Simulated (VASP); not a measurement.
Set up this calculation in VASP 6.6.1, as the native input.

```
Task                   : single point
Functional             : PBE
Potentials or basis    : VASP PAW PBE potentials, release 64 (Pd)
Cutoff                 : 520 eV
k mesh                 : 15 × 15 × 8
Occupations            : fermi-dirac, width 0.08 eV
Spin                   : no spin polarisation
Dipole correction      : no
Further INCAR settings : ALGO = Normal; EDIFF = 1e-06; NBANDS = 17
```

The structure of Pd lies in POSCAR:

```
Pd
1.0
    2.7555247108      0.0000000000      0.0000000000
   -1.3777623554      2.3863544003      0.0000000000
    0.0000000000      0.0000000000      4.5952575980
Pd
2
Direct
    0.3333333333      0.6666666667      0.2500000000
    0.6666666667      0.3333333333      0.7500000000
```

This cell differs from its parent crystal: volume scaled by 0.98.

These files were run (other wordings do the same):

INCAR

```
SYSTEM = Pd
ALGO = Normal
EDIFF = 1E-6
ENCUT = 520
GGA = PE
ISIF = 2
ISMEAR = -1
LASPH = .True.
LCHARG = .True.
LELF = .True.
LREAL = .False.
LVHAR = .True.
LWAVE = .False.
NBANDS = 17
NELM = 60
PREC = Accurate
SIGMA = 0.08
```

KPOINTS

```
k-points
0
Gamma
  15 15 8
  0 0 0
```

Potentials or basis: VASP PAW PBE potentials, release 64 (Pd).

Run with:

```bash
$ cat potpaw_PBE.64/Pd/POTCAR > POTCAR
$ mpirun -np 1 vasp_std > vasp.out
```

It gave:

```json
{
 "Pressure": "3.2 GPa",
 "Band gap on the k mesh": "zero (band 10 reaches 9.57 eV, above the bottom of band 11 at 8.71 eV)"
}
```

It took 31 s on 1 thread of Intel(R) Xeon(R) Platinum 8488C (Sapphire Rapids), on a shared host, peak memory 0.18 GiB.
